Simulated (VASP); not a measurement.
# CoSi (WC type) (P-6m2) in VASP: notebook

CoSi (WC type) is run at these levels: PBE; tasks: relaxation of cell and atoms.

Program: VASP 6.6.1. These are calculated values, not measurements. Logs are shortened: lines on timing, memory, paths and dates and some standing lists are left out, and cuts for length are marked.

**1. The cell of the first run**

The structure is hexagonal, space group P-6m2 (No. 187). The conventional cell has a = 2.659 Å, b = 2.659 Å, c = 3.464 Å, α = 90.00°, β = 90.00°, γ = 120.00°. Co (site symmetry -6m2) has 6 Si at 2.31 Å and 6 Co at 2.66 Å within 3.1 Å. Within 3.1 Å of Si (site symmetry -6m2) lie 6 Co at 2.31 Å and 6 Si at 2.66 Å.

**2. Relaxation of cell and atoms, PBE, target pressure 14 GPa, at which the enthalpy is minimised**

File INCAR:

```
ALGO = Normal
EDIFF = 1E-7
EDIFFG = -0.005
ENCUT = 600
GGA = PE
IBRION = 2
ISIF = 3
ISMEAR = -1
LASPH = True
LCHARG = False
LREAL = False
LWAVE = False
NELM = 100
NSW = 32
PREC = Accurate
PSTRESS = 140.0
SIGMA = 0.05
```

File KPOINTS:

```
k-points
0
Gamma
  15 15 13
```

File POSCAR:

```
CoSi
1.0
    2.6591643642      0.0000000000      0.0000000000
   -1.3295821821      2.3029038923      0.0000000000
    0.0000000000      0.0000000000      3.4638117619
Co Si
1 1
Direct
    0.0000000000      0.0000000000      0.0000000000
    0.3333333333      0.6666666667      0.5000000000
```

Potentials or basis: VASP PAW PBE potentials, release 64 (Co, Si).

On the command line:

```console
> cat potpaw_PBE.64/Co/POTCAR potpaw_PBE.64/Si/POTCAR > POTCAR
> mpirun -np 1 vasp_std > vasp.out
```

OUTCAR:

```text
EDIFF = 1E-7
   EDIFFG = -0.005
   ENCUT = 600
   GGA = PE
   IBRION = 2
   ISIF = 3
   ISMEAR = -1
   LASPH = True
   LREAL = False
   NELM = 100
   NSW = 32
   PREC = Accurate
   PSTRESS = 140.0

 ion  position               nearest neighbor table
   1  0.000  0.000  0.000-   2 2.31   2 2.31   2 2.31   2 2.31   2 2.31   2 2.31
   2  0.333  0.667  0.500-   1 2.31   1 2.31   1 2.31   1 2.31   1 2.31   1 2.31

  LATTYP: Found a hexagonal cell.
 ALAT       =     2.6591643642
 C/A-ratio  =     1.3025940813

  Lattice vectors:

 A1 = (   2.6591643642,   0.0000000000,   0.0000000000)
 A2 = (  -1.3295821821,   2.3029038923,   0.0000000000)
 A3 = (   0.0000000000,   0.0000000000,   3.4638117619)

Analysis of symmetry for initial positions (statically):
=====================================================================
 Subroutine PRICEL returns:
 Original cell was already a primitive cell.

 Routine SETGRP: Setting up the symmetry group for a
 hexagonal supercell.

 Subroutine GETGRP returns: Found 12 space group operations
 (whereof 12 operations were pure point group operations)
 out of a pool of 24 trial point group operations.

The static configuration has the point symmetry D_3h.

Analysis of symmetry for dynamics (positions and initial velocities):
=====================================================================
 Subroutine PRICEL returns:
 Original cell was already a primitive cell.

 Routine SETGRP: Setting up the symmetry group for a
 hexagonal supercell.

 Subroutine GETGRP returns: Found 12 space group operations
 (whereof 12 operations were pure point group operations)
 out of a pool of 24 trial point group operations.

The dynamic configuration has the point symmetry D_3h.

 Subroutine INISYM returns: Found 12 space group operations
 (whereof 12 operations are pure point group operations),
 and found     1 'primitive' translations

----------------------------------------------------------------------------------------

                                     Primitive cell

  volume of cell :      21.2117

  direct lattice vectors                    reciprocal lattice vectors
     2.659164364  0.000000000  0.000000000     0.376057988  0.217117180  0.000000000
    -1.329582182  2.302903892  0.000000000     0.000000000  0.434234361  0.000000000
     0.000000000  0.000000000  3.463811762     0.000000000  0.000000000  0.288699291

  length of vectors
     2.659164364  2.659164364  3.463811762     0.434234361  0.434234361  0.288699291

  position of ions in fractional coordinates (direct lattice)
     0.000000000  0.000000000  0.000000000
     0.333333333  0.666666667  0.500000000

  ion indices of the primitive-cell ions
   primitive index   ion index
                 1           1
                 2           2

----------------------------------------------------------------------------------------

 KPOINTS: k-points

Automatic generation of k-mesh.
 Grid dimensions read from file:
 generate k-points for:   15   15   13

 Generating k-lattice:

  Cartesian coordinates                     Fractional coordinates (reciprocal lattice)
     0.025070533  0.014474479  0.000000000     0.066666667  0.000000000  0.000000000
     0.000000000  0.028948957  0.000000000     0.000000000  0.066666667  0.000000000
     0.000000000  0.000000000  0.022207638     0.000000000  0.000000000  0.076923077

  Length of vectors
     0.028948957  0.028948957  0.022207638

  Shift w.r.t. Gamma in fractional coordinates (k-lattice)
     0.000000000  0.000000000  0.000000000

 Subroutine IBZKPT returns following result:
 ===========================================

 Found    189 irreducible k-points:

 Following reciprocal coordinates:
            Coordinates               Weight
  0.000000  0.000000  0.000000      1.000000
  0.066667 -0.000000  0.000000      6.000000
  0.133333 -0.000000  0.000000      6.000000
  0.200000 -0.000000  0.000000      6.000000
  0.266667 -0.000000  0.000000      6.000000
  0.333333 -0.000000  0.000000      6.000000
[... 16 lines left out ...]
  0.333333  0.200000  0.000000     12.000000
  0.400000  0.200000  0.000000      6.000000
 [... further k-points ...]
   k-points           NKPTS =    189   k-points in BZ     NKDIM =    189   number of bands    NBANDS=     10
   number of dos      NEDOS =    301   number of ions     NIONS =      2
   total plane-waves  NPLWV =  16128
   dimension x,y,z NGX =    24 NGY =   24 NGZ =   28
   dimension x,y,z NGXF=    48 NGYF=   48 NGZF=   56
   ions per type =               1   1
   NGX,Y,Z   is equivalent  to a cutoff of  15.00, 15.00, 13.44 a.u.
   NGXF,Y,Z  is equivalent  to a cutoff of  30.01, 30.01, 26.88 a.u.
 SYSTEM =  unknown system
   PREC   = accura    normal or accurate (medium, high low for compatibility)
   ISTART =      0    job   : 0-new  1-cont  2-samecut
   ICHARG =      2    charge: 1-file 2-atom 10-const
   ISPIN  =      1    spin polarized calculation?
   LNONCOLLINEAR =      F non collinear calculations
   LSORBIT =      F    spin-orbit coupling
   LASPH  =      T    aspherical Exc in radial PAW
   ENCUT  =  600.0 eV  44.10 Ry    6.64 a.u.   5.31  5.31  6.92*2*pi/ulx,y,z
   NELM   =    100;   NELMIN=  2; NELMDL= -5     # of ELM steps
   EDIFF  = 0.1E-06   stopping-criterion for ELM
   LREAL  =      F    real-space projection
   EDIFFG = -.5E-02   stopping-criterion for IOM
   NSW    =     32    number of steps for IOM
   IBRION =      2    ionic relax: 0-MD 1-quasi-New 2-CG
   NFREE  =      1    steps in history (QN), initial steepest desc. (CG)
   ISIF   =      3    stress and relaxation
   ISYM   =      2    0-nonsym 1-usesym 2-fastsym
   POTIM  = 0.5000    time-step for ionic-motion
   TEBEG  =    0.0;   TEEND  =   0.0 temperature during run
   PSTRESS=  140.0 pullay stress
   NELECT =      13.0000    total number of electrons
   NUPDOWN=      -1.0000    fix difference up-down
   EMIN   =  10.00;   EMAX   =-10.00  energy-range for DOS
   EFERMI =   0.00;   METHOD = LEGACY
   ISMEAR =    -1;   SIGMA  =   0.05  broadening in eV -4-tet -1-fermi 0-gaus
   EFERMI_NEDOS =   21; number of points for ismear=-14 and -15
   IALGO  =     38    algorithm
   IMIX   =      4    mixing-type and parameters
     AMIX     =   0.40;   BMIX     =  1.00
     AMIX_MAG =   1.60;   BMIX_MAG =  1.00
  volume/ion in A,a.u.               =      10.61        71.57
  Fermi-wavevector in a.u.,A,eV,Ry     =   1.390585  2.627825 26.309946  1.933726
  Thomas-Fermi vector in A             =   2.514506
   LORBIT       =      0    0 simple, 1 ext, 2 COOP (PROOUT), +10 PAW based schemes
   GGA     = PE    functional components
   LHFCALC =     F    Hartree Fock is set to
   AEXX    =    0.0000 exact exchange contribution
   IVDW    =     0    specifies the selected vdW correction
   LEPSILON=     F    determine dielectric tensor
   LRPA    =     F    only Hartree local field effects (RPA)
 conjugate gradient relaxation of ions
 non-spin polarized calculation
  energy-cutoff  :      600.00
  volume of cell :       21.21
 maximum number of plane-waves:       722
 NGX is ok and might be reduce to    24
   NGX = 11   NGY = 11   NGZ = 13

--------------------------------------- Ionic step        1  -------------------------------------------

 number of electron      12.9999995 magnetization

 Free energy of the ion-electron system (eV)
  ---------------------------------------------------
  ext. energy  EPLUGINS =         0.00000000
  ---------------------------------------------------
  free energy    TOTEN  =       -13.16836504 eV

  energy without entropy =      -13.15693858  energy(sigma->0) =      -13.16265181

------------------------ aborting loop because EDIFF is reached ----------------------------------------

  FORCE on cell =-STRESS in cart. coord.  units (eV):
  Direction    XX          YY          ZZ          XY          YZ          ZX
  --------------------------------------------------------------------------------------
  -------------------------------------------------------------------------------------
  Total        1.8326413      1.8326413      1.8366574     -0.0000000      0.0000000      0.0000000
  in kB      138.4244390    138.4244390    138.7277875     -0.0000000      0.0000000      0.0000000
  external PRESSURE =      -1.4744449 kB  Pullay stress =     140.0000000 kB
[... 61 lines left out ...]
  enthalpy is  TOTEN    =       -11.3148595814 eV   P V=        1.8508835967

--------------------------------------- Ionic step        3  -------------------------------------------

 number of electron      12.9999995 magnetization

 Free energy of the ion-electron system (eV)
  ---------------------------------------------------
  ext. energy  EPLUGINS =         0.00000000
  ---------------------------------------------------
  free energy    TOTEN  =       -13.16719293 eV

  energy without entropy =      -13.15577722  energy(sigma->0) =      -13.16148507

 E-fermi :  12.7287     XC(G=0): -12.9878

 val. band max:       12.7276423381   @ k =   0.4000   0.1333   0.3077
 cond. band min:      12.7310368631   @ k =   0.3333   0.3333   0.2308
 fundamental gap:      0.0033945251
 Fermi energy:        12.7287148808

 k-point     1 :       0.0000    0.0000    0.0000
  band No.  band energies     occupation
      1      -1.5697      2.00000
      2       8.3438      2.00000
      3       9.9544      2.00000
      4      10.8317      2.00000
      5      10.8317      2.00000
      6      11.4910      2.00000
      7      11.4910      2.00000
      8      16.8237      0.00000
      9      23.0594      0.00000
     10      23.0594      0.00000
[... 287 lines left out ...]
 k-point    24 :       0.4000    0.2000    0.0000
  band No.  band energies     occupation
      1       5.2054      2.00000
      2       5.8969      2.00000
      3       8.6871      2.00000
      4       8.8894      2.00000
      5      10.3266      2.00000
      6      12.3668      1.99856
      7      13.2045      0.00015
      8      13.8404      0.00000
      9      18.1767      0.00000
     10      20.6809      0.00000

 [... further k-points ...]

------------------------ aborting loop because EDIFF is reached ----------------------------------------

  FORCE on cell =-STRESS in cart. coord.  units (eV):
  Direction    XX          YY          ZZ          XY          YZ          ZX
  --------------------------------------------------------------------------------------
  -------------------------------------------------------------------------------------
  Total        1.8519758      1.8519758      1.8612948      0.0000000      0.0000000      0.0000000
  in kB      139.9738207    139.9738208    140.6781583      0.0000000      0.0000000      0.0000000
  external PRESSURE =       0.2085999 kB  Pullay stress =     140.0000000 kB
[... 17 lines left out ...]
  FREE ENERGIE OF THE ION-ELECTRON SYSTEM (eV)
  ---------------------------------------------------
  free  energy   TOTEN  =       -13.1671929285 eV

  energy  without entropy=      -13.1557772208  energy(sigma->0) =      -13.16148507

  enthalpy is  TOTEN    =       -11.3148707094 eV   P V=        1.8523222191

 reached required accuracy - stopping structural energy minimisation
```

It took 60 s on 1 thread of Intel Xeon Platinum 8259CL at 2.50GHz (Skylake/Cascade Lake), shared host; peak memory 0.19 GiB.

Results:

- Free energy: -13.1672 eV
- Relaxed volume: 10.60 Å³/atom
- Relaxed cell: a = 2.659 Å, b = 2.659 Å, c = 3.463 Å, α = 90.00°, β = 90.00°, γ = 120.00°
- Space group after relaxing (to 0.05 Å): P-6m2 (No. 187)
- Energy change on relaxing (the enthalpy is what falls): +0.6 meV/atom
- Ionic steps: 3
- Pressure after relaxing: 14.0 GPa

Step by step:
```csv
step,energy change (eV),largest force (eV/Å),pressure (GPa),volume (Å³)
1,0.0000,0.0000,13.85,21.21
2,0.0026,0.0000,14.24,21.18
3,0.0012,0.0000,14.02,21.20
```

Final structure:
```yaml
crystal:
  lattice:
    - [2.65856, 0.00000, 0.00000]
    - [-1.32928, 2.30238, 0.00000]
    - [0.00000, 0.00000, 3.46318]
  atoms:
    - { symbol: Co, position: [0.00000, 0.00000, 0.00000] }
    - { symbol: Si, position: [0.33333, 0.66667, 0.50000] }
```

Levels at points of the mesh, in eV from the Fermi level:
```
           k point  band 3  band 4  band 5  band 6  band 7  band 8  band 9  band 10
(0.00, 0.00, 0.00)   -2.77   -1.90   -1.90   -1.24   -1.24    4.09   10.33    10.33
```

Caveat: the cell is relaxed towards a set pressure, so the enthalpy falls and the energy may rise. Spin polarisation is off, so any magnetic state and its effect on volume and gap are missing.

**3. Relaxation of cell and atoms, PBE, target pressure 14 GPa, at which the enthalpy is minimised**

This run uses another cell than the first one, of 11.78 Å³/atom, 1.111 times its volume.

File INCAR:

```
PREC     = Accurate       # precision mode
ENCUT    = 600            # plane-wave cutoff, eV
EDIFF    = 1E-7           # SCF threshold, eV
ISMEAR   = -1             # smearing method
SIGMA    = 0.05           # smearing width, eV
LREAL    = False          # projectors in reciprocal space
LASPH    = True           # aspherical terms in the spheres
NELM     = 100            # most SCF steps
ALGO     = Normal         # electronic algorithm
ISIF     = 3              # what is computed and relaxed
LWAVE    = False          # write WAVECAR
LCHARG   = False          # write CHGCAR
GGA      = PE             # functional
IBRION   = 2              # ionic algorithm
NSW      = 60             # ionic steps
EDIFFG   = -0.005         # ionic threshold
PSTRESS  = 140.0
```

File KPOINTS:

```
regular mesh
0
Gamma
  15 15 13
```

File POSCAR:

```
CoSi
1.0
    3.0282250354      0.0000000000      0.0000000000
   -1.5141125177      2.6225198090      0.0000000000
    0.0000000000      0.0000000000      2.9676605347
Co Si
1 1
Direct
    0.0000000000      0.0000000000      0.0000000000
    0.3333333333      0.6666666667      0.5000000000
```

Potentials or basis: VASP PAW PBE potentials, release 64 (Co, Si).

On the command line:

```console
> cat potpaw_PBE.64/Co/POTCAR potpaw_PBE.64/Si/POTCAR > POTCAR
> mpirun -np 1 vasp_std > vasp.out
```

Wall time 5 min (1 thread of Intel Xeon Platinum 8259CL at 2.50GHz (Skylake/Cascade Lake), shared host); peak memory 0.21 GiB.

Results (log left out):

* Free energy: -13.1683 eV
* Relaxed volume: 10.60 Å³/atom
* Relaxed cell: a = 2.659 Å, b = 2.659 Å, c = 3.463 Å, α = 90.00°, β = 90.00°, γ = 120.00°
* Space group after relaxing (to 0.05 Å): P-6m2 (No. 187)
* Energy change on relaxing (the enthalpy is what falls): -84.9 meV/atom
* Ionic steps: 18
* Pressure after relaxing: 13.9 GPa

Step by step:
```
step  energy change (eV)  largest force (eV/Å)  pressure (GPa)  volume (Å³)
   1              0.0000                0.0000            4.72        23.57
   2              0.2281                0.0000           30.09        21.32
   3              0.0544                0.0000           13.94        22.61
   4              0.0560                0.0000           14.16        22.59
   5              0.0553                0.0000           14.22        22.54
   6              0.0423                0.0000           14.41        22.37
   7             -0.0290                0.0000           14.70        21.99
   8             -0.1432                0.0000           17.81        21.02
   9             -0.0937                0.0000           21.08        20.57
  10             -0.1306                0.0000           19.08        20.83
  11             -0.1399                0.0000           17.49        20.90
  12             -0.1422                0.0000           16.99        20.93
  13             -0.1485                0.0000           16.36        20.99
  14             -0.1654                0.0000           14.54        21.16
  15             -0.1684                0.0000           14.20        21.19
  16             -0.1688                0.0000           14.14        21.20
  17             -0.1691                0.0000           14.08        21.20
  18             -0.1698                0.0000           13.95        21.21
```

Final structure:
```xyz
2
Lattice="2.6590 0.0000 0.0000 -1.3295 2.3028 0.0000 0.0000 0.0000 3.4634" Properties=species:S:1:pos:R:3 pbc="T T T"
Co    0.0000    0.0000    0.0000
Si    0.0000    1.5352    1.7317
```

Levels at points of the mesh, in eV from the Fermi level:
| k point | band 4 | band 5 | band 6 | band 7 | band 8 | band 9 | band 10 |
| --- | --- | --- | --- | --- | --- | --- | --- |
| (0.00, 0.00, 0.00) | -1.90 | -1.90 | -1.24 | -1.24 | 4.10 | 10.33 | 10.33 |

Caveat: the cell is relaxed towards a set pressure, so the enthalpy falls and the energy may rise. Spin polarisation is off, so any magnetic state and its effect on volume and gap are missing.
